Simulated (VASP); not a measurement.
Wanted: the native input for a VASP 6.6.1 run.

- Task: single point
- Functional: PBE
- Potentials or basis: VASP PAW PBE potentials, release 64 (Hf_pv, B)
- Cutoff: 520 eV
- k mesh: 13 × 13 × 10
- Occupations: fermi-dirac, width 0.05 eV
- Spin: non-collinear spin, zero start, spin-orbit coupling
- Starting moments: [[0.0, 0.0, 0.0], [0.0, 0.0, 0.0], [0.0, 0.0, 0.0]] μB
- Dipole correction: no
- Further INCAR settings: ALGO = Normal; EDIFF = 1e-06; NBANDS = 29

The structure of HfB2 lies in POSCAR:

```
HfB2
1.0
    3.1451078224      0.0000000000      0.0000000000
   -1.5725539112      2.7237432718      0.0000000000
    0.0000000000      0.0000000000      3.4873792405
Hf B
1 2
Direct
    0.0000000000      0.0000000000      0.0000000000
    0.3333333333      0.6666666667      0.5000000000
    0.6666666667      0.3333333333      0.5000000000
```

These files were run (other wordings do the same):

INCAR

```
ALGO = Normal
EDIFF = 1E-6
ENCUT = 520
GGA = PE
GGA_COMPAT = F
ISIF = 2
ISMEAR = -1
LASPH = T
LCHARG = T
LMAXMIX = 4
LNONCOLLINEAR = T
LORBIT = 11
LORBMOM = T
LREAL = F
LSORBIT = T
LVHAR = T
LWAVE = F
MAGMOM = 0 0 0 0 0 0 0 0 0
NBANDS = 29
NELM = 150
PREC = Accurate
SIGMA = 0.05
```

KPOINTS

```
k-points
0
Gamma
  13 13 10
```

Potentials or basis: VASP PAW PBE potentials, release 64 (Hf_pv, B).

The run is started by

```bash
$ cat potpaw_PBE.64/Hf_pv/POTCAR potpaw_PBE.64/B/POTCAR > POTCAR
$ mpirun -np 1 vasp_ncl > vasp.out
```

Results of the run:

```yaml
Pressure: -0.4 GPa
Net_moment: 0.00 μB per cell
Valence_electrons_inside_the_program's_atomic_spheres: Hf 8.76; B 1.93
```

Run time: 2.4 min on 1 thread of AMD EPYC 9R14 (Zen 4) (shared host), peak memory 0.28 GiB.
